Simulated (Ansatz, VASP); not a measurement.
F in VASP and in Ansatz

Contents of INCAR:

```
PREC     = Accurate       # precision mode
ENCUT    = 520            # plane-wave cutoff, eV
EDIFF    = 1E-6           # SCF threshold, eV
ISMEAR   = 0              # smearing method
SIGMA    = 0.01           # smearing width, eV
LREAL    = F              # projectors in reciprocal space
LASPH    = T              # aspherical terms in the spheres
NELM     = 60             # most SCF steps
ALGO     = Normal         # electronic algorithm
ISIF     = 2              # what is computed and relaxed
LWAVE    = F              # write WAVECAR
LCHARG   = F              # write CHGCAR
GGA      = PE             # functional
NBANDS   = 22             # bands
```

KPOINTS

```
regular mesh
0
Gamma
  10 10 4
```

Contents of POSCAR:

```
F
1.0
    2.4590921175     -1.6304692536      0.1027408307
    2.4590921175      1.6304692536      0.1027408307
   -0.2949039905      0.0000000000      6.4767650064
F
4
Direct
    0.5962738738      0.9035540097      0.5965944060
    0.0964459903      0.4037261262      0.9034055940
    0.4037261262      0.0964459903      0.4034055940
    0.9035540097      0.5962738738      0.0965944060
```

Input for Ansatz:

```yaml
crystal:
  lattice:
    - [2.4590921175, -1.6304692536, 0.1027408307]
    - [2.4590921175, 1.6304692536, 0.1027408307]
    - [-0.2949039905, 0.0, 6.4767650064]
  atoms:
    - { symbol: F, position: [0.5962738738, 0.9035540097, 0.596594406] }
    - { symbol: F, position: [0.0964459903, 0.4037261262, 0.903405594] }
    - { symbol: F, position: [0.4037261262, 0.0964459903, 0.403405594] }
    - { symbol: F, position: [0.9035540097, 0.5962738738, 0.096594406] }
kpoints:
  mp_grid: { grid: [10, 10, 4] }
  band_path:
    path:
      - [0.0, 0.0, 0.0]
      - [-0.3597145696, 0.3597145696, 0.0]
      - [-0.6402854304, -0.3597145696, 0.0]
      - [-0.5, -0.5, 0.0]
      - [-0.5, -0.5, 0.5]
      - [-0.6405974244, -0.3594025756, 0.5]
      - [-0.3594025756, 0.3594025756, 0.5]
      - [0.0, 0.0, 0.5]
      - [-0.5, 0.0, 0.5]
    npoints: 1
hamiltonian:
  xc: pbe
scf:
  occupations: { method: fixed }
  n_extra_bands: 5
output:
  forces: true
  stress: true
  eigenvalues: true
```

Alike in both runs: task single point; functional PBE; k mesh 10 × 10 × 4; no spin polarisation.

|  | VASP | Ansatz |
| --- | --- | --- |
| version | VASP 6.6.1 | Ansatz 0.2.0 |
| potentials or method | VASP PAW PBE potentials, release 64 (F) | plane waves, PAW |
| plane-wave cutoff (eV) | 520 | 420 |
| occupations | gaussian, width 0.01 eV | fixed |
| valence electrons in the cell | 28 | 28 |

VASP gave:

- gap on the k mesh at the Fermi level (eV): 2.92
- pressure (GPa): 5.1
- traceless stress, the component that is largest in VASP (GPa): 3.69
- rms of the force components (eV/Å): 0.578

Problem. Estimate Ansatz's values.

Solution. gap on the k mesh at the Fermi level (eV): 2.99; pressure (GPa): 4.6; traceless stress, the component that is largest in VASP (GPa): 2.06; rms of the force components (eV/Å): 0.344.

Atom by atom the forces differ by 0.234 eV/Å (rms over components).
